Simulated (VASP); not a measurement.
# Pd (Fm-3m) in VASP: further runs, part 2 of 2

VASP 6.6.1. The steps go on from the part before.

### Step 4. Single point, revPBE, collinear spin

The input, INCAR:

```
SYSTEM = Pd
ALGO     = Normal         ! electronic algorithm
EDIFF    = 1E-6           ! SCF threshold, eV
ENCUT    = 520            ! plane-wave cutoff, eV
GGA      = RE             ! functional
ISIF     = 2              ! what is computed and relaxed
ISMEAR   = -1             ! smearing method
ISPIN    = 2              ! spin polarisation
LASPH    = .True.         ! aspherical terms in the spheres
LCHARG   = .False.        ! write CHGCAR
LMAXMIX  = 4              ! l up to which the mixer works
LORBIT   = 11             ! projections on sites
LREAL    = .False.        ! projectors in reciprocal space
LWAVE    = .False.        ! write WAVECAR
MAGMOM   = 0.425          ! initial moments
NBANDS   = 15             ! bands
NELM     = 150            ! most SCF steps
PREC     = Accurate       ! precision mode
SIGMA    = 0.05           ! smearing width, eV
```

The input, KPOINTS:

```
k-points
0
Gamma
  22 22 22
  0 0 0
```

The input, POSCAR:

```
Pd
1.0
    0.0000000000      1.9872899161      1.9872899161
    1.9872899161      0.0000000000      1.9872899161
    1.9872899161      1.9872899161      0.0000000000
Pd
1
Direct
    0.0000000000      0.0000000000      0.0000000000
```

Potentials or basis: VASP PAW PBE potentials, release 64 (Pd).

The run is started by

```sh
$ cat potpaw_PBE.64/Pd/POTCAR > POTCAR
$ mpirun -np 1 vasp_std > vasp.out
```

OUTCAR:

```text
SYSTEM = Pd
   EDIFF = 1E-6
   ENCUT = 520
   GGA = RE
   ISIF = 2
   ISMEAR = -1
   ISPIN = 2
   LASPH = .True.
   LORBIT = 11
   LREAL = .False.
   NELM = 150
   PREC = Accurate

 ion  position               nearest neighbor table
   1  0.000  0.000  0.000-

  LATTYP: Found a face centered cubic cell.
 ALAT       =     3.9745798322

  Lattice vectors:

 A1 = (   0.0000000000,   1.9872899161,   1.9872899161)
 A2 = (   1.9872899161,   0.0000000000,   1.9872899161)
 A3 = (   1.9872899161,   1.9872899161,   0.0000000000)

Analysis of symmetry for initial positions (statically):
=====================================================================
 Subroutine PRICEL returns:
 Original cell was already a primitive cell.

 Routine SETGRP: Setting up the symmetry group for a
 face centered cubic supercell.

 Subroutine GETGRP returns: Found 48 space group operations
 (whereof 48 operations were pure point group operations)
[... 629 lines left out ...]
      7      25.9834      0.00000
      8      30.4303      0.00000
      9      30.4303      0.00000
     10      30.4303      0.00000
     11      35.2447      0.00000
     12      35.8939      0.00000
     13      38.2573      0.00000
     14      38.2573      0.00000
[... 403 lines left out ...]
      4       8.5935      0.99651
      5       8.8931      0.41677
      6      10.2807      0.00000
      7      16.0092      0.00000
      8      25.3783      0.00000
      9      28.9520      0.00000
     10      29.4499      0.00000
     11      35.2854      0.00000
     12      35.3292      0.00000
     13      35.6691      0.00000
     14      38.8738      0.00000
     15      42.9751      0.00000

 [... further k-points ...]

------------------------ aborting loop because EDIFF is reached ----------------------------------------

  FORCE on cell =-STRESS in cart. coord.  units (eV):
  Direction    XX          YY          ZZ          XY          YZ          ZX
  --------------------------------------------------------------------------------------
  -------------------------------------------------------------------------------------
  Total       -0.0474608     -0.0474608     -0.0474608      0.0000000      0.0000000     -0.0000000
  in kB       -4.8443080     -4.8443080     -4.8443080      0.0000000      0.0000000     -0.0000000
  external PRESSURE =      -4.8443080 kB  Pullay stress =       0.0000000 kB

 VOLUME and BASIS-vectors are now :
 -----------------------------------------------------------------------------
  energy-cutoff  :      520.00
  volume of cell :       15.70
      direct lattice vectors                 reciprocal lattice vectors
     0.000000000  1.987289916  1.987289916    -0.251598922  0.251598922  0.251598922
     1.987289916  0.000000000  1.987289916     0.251598922 -0.251598922  0.251598922
     1.987289916  1.987289916  0.000000000     0.251598922  0.251598922 -0.251598922

 POSITION                                       TOTAL-FORCE (eV/Angst)
 -----------------------------------------------------------------------------------
      0.00000      0.00000      0.00000         0.000000      0.000000     -0.000000
 -----------------------------------------------------------------------------------
    total drift:                               -0.000000      0.000000      0.000000

  FREE ENERGIE OF THE ION-ELECTRON SYSTEM (eV)
  ---------------------------------------------------
  free  energy   TOTEN  =        -4.7547009085 eV

  energy  without entropy=       -4.7374318023  energy(sigma->0) =       -4.74606636

 total charge

# of ion       s       p       d       tot
------------------------------------------
    1        0.462   0.414   8.448   9.325

 magnetization (x)

# of ion       s       p       d       tot
------------------------------------------
    1       -0.002  -0.007   0.340   0.331
```

OSZICAR:

```text
N       E                     dE             d eps       ncg     rms          rms(c)
DAV:   1     0.468737095733E+02    0.46874E+02   -0.45110E+03 19800   0.585E+02
DAV:   2    -0.417106846160E+01   -0.51045E+02   -0.48770E+02 25364   0.158E+02
DAV:   3    -0.497145617532E+01   -0.80039E+00   -0.79677E+00 25910   0.196E+01
DAV:   4    -0.497403153117E+01   -0.25754E-02   -0.25752E-02 23538   0.118E+00
DAV:   5    -0.497405045111E+01   -0.18920E-04   -0.18920E-04 25965   0.907E-02    0.638E+00
DAV:   6    -0.476383921336E+01    0.21021E+00   -0.87371E-01 28157   0.581E+00    0.325E+00
DAV:   7    -0.475725708647E+01    0.65821E-02   -0.52598E-03 25744   0.496E-01    0.181E+00
DAV:   8    -0.475462459503E+01    0.26325E-02   -0.87128E-04 27310   0.177E-01    0.528E-01
DAV:   9    -0.475468551369E+01   -0.60919E-04   -0.50322E-05 25166   0.473E-02    0.338E-02
DAV:  10    -0.475469328284E+01   -0.77692E-05   -0.80428E-06 25665   0.169E-02    0.184E-02
DAV:  11    -0.475469949778E+01   -0.62149E-05   -0.12577E-05 25938   0.188E-02    0.995E-03
DAV:  12    -0.475470055687E+01   -0.10591E-05   -0.12114E-06 18765   0.565E-03    0.407E-03
DAV:  13    -0.475470090848E+01   -0.35161E-06   -0.37885E-07 15734   0.267E-03
   1 F= -.47547009E+01 E0= -.47460664E+01  d E =-.172691E-01  mag=     0.3302
```

Run time: 94 s. Hardware: 1 thread of AMD EPYC 9R45 (Zen 5), shared host; peak memory 0.21 GiB.

Results:

```yaml
Free_energy: -4.7547 eV
Pressure: -0.5 GPa
Net_moment: 0.33 μB per cell
Site_moments: Pd +0.33 μB
Valence_electrons_inside_the_program's_atomic_spheres: Pd 9.32
```

Caveat: the PAW data sets were made with another functional, which shifts forces and pressure a little.

### Step 5. Single point, revPBE, collinear spin (16.95 Å³/atom)

This run uses another cell than the first one, of 16.95 Å³/atom.

The input, INCAR:

```
PREC = Accurate
ENCUT = 520
EDIFF = 1E-6
ISMEAR = -1
SIGMA = 0.05
LREAL = F
LASPH = T
NELM = 150
ALGO = Normal
ISIF = 2
LWAVE = F
LCHARG = F
ISPIN = 2
MAGMOM = 0.341
LORBIT = 11
LMAXMIX = 4
GGA = RE
NBANDS = 15
```

The input, KPOINTS:

```
regular mesh
0
Gamma
  22 22 22
```

The input, POSCAR:

```
Pd
1.0
    0.0000000000      2.0389307734      2.0389307734
    2.0389307734      0.0000000000      2.0389307734
    2.0389307734      2.0389307734      0.0000000000
Pd
1
Direct
    0.0000000000      0.0000000000      0.0000000000
```

The run is started by

```sh
$ cat potpaw_PBE.64/Pd/POTCAR > POTCAR
$ mpirun -np 1 vasp_std > vasp.out
```

It took 97 s on 1 thread of AMD EPYC 9R45 (Zen 5), shared host; peak memory 0.21 GiB.

The run converged. Its results:

```
Free energy                                           : -4.7124 eV
Pressure                                              : -9.7 GPa
Net moment                                            : 0.39 μB per cell
Site moments                                          : Pd +0.39 μB
Valence electrons inside the program's atomic spheres : Pd 9.20
```

Levels at points of the mesh, in eV from the Fermi level:
Spin up:
```tsv
k point	band 3	band 4	band 5	band 6	band 7	band 8
(0.00, 0.00, 0.00)	-2.46	-2.46	-1.16	-1.16	17.00	21.01
(0.50, 0.00, 0.00)	-2.46	-0.24	-0.24	1.30	6.19	16.33
(0.50, 0.50, 0.00)	-0.24	-0.01	-0.01	3.36	9.34	12.44
```
Spin down:
```csv
k point,band 3,band 4,band 5,band 6,band 7,band 8
"(0.00, 0.00, 0.00)",-2.15,-2.15,-0.91,-0.91,16.98,21.00
"(0.50, 0.00, 0.00)",-2.21,0.08,0.08,1.28,6.38,16.29
"(0.50, 0.50, 0.00)",0.02,0.35,0.35,3.36,9.46,12.45
```

Caveat: the cell stands under tension; the PAW data sets were made with another functional, which shifts forces and pressure a little.

### Step 6. Summary

```csv
task,cell,k mesh,cutoff (eV),gap on the mesh (eV),pressure (GPa),moment (μB)
single point,"a = 2.810 Å, angles 60.0°, 1 atom",14 × 14 × 14,520,none,-0.3,0.42
relaxation of cell and atoms,"relaxed from a = 2.751 Å, angles 60.0°, 1 atom",14 × 14 × 14,600,none,0.0,0.42
single point,"a = 2.810 Å, angles 60.0°, 1 atom",22 × 22 × 22,520,none,-0.5,0.33
single point,"a = 2.883 Å, angles 60.0°, 1 atom",22 × 22 × 22,520,none,-9.7,0.39
```

Alike in all rows: level revPBE; potentials or basis VASP PAW PBE potentials, release 64 (Pd); spin collinear; smearing fermi-dirac 0.05 eV.

Caveats: the PAW data sets were made with another functional, which shifts forces and pressure a little; the cell stands under tension (at least some runs).

Total energies depend on the potentials used, so only differences within one code and one set of settings carry meaning.
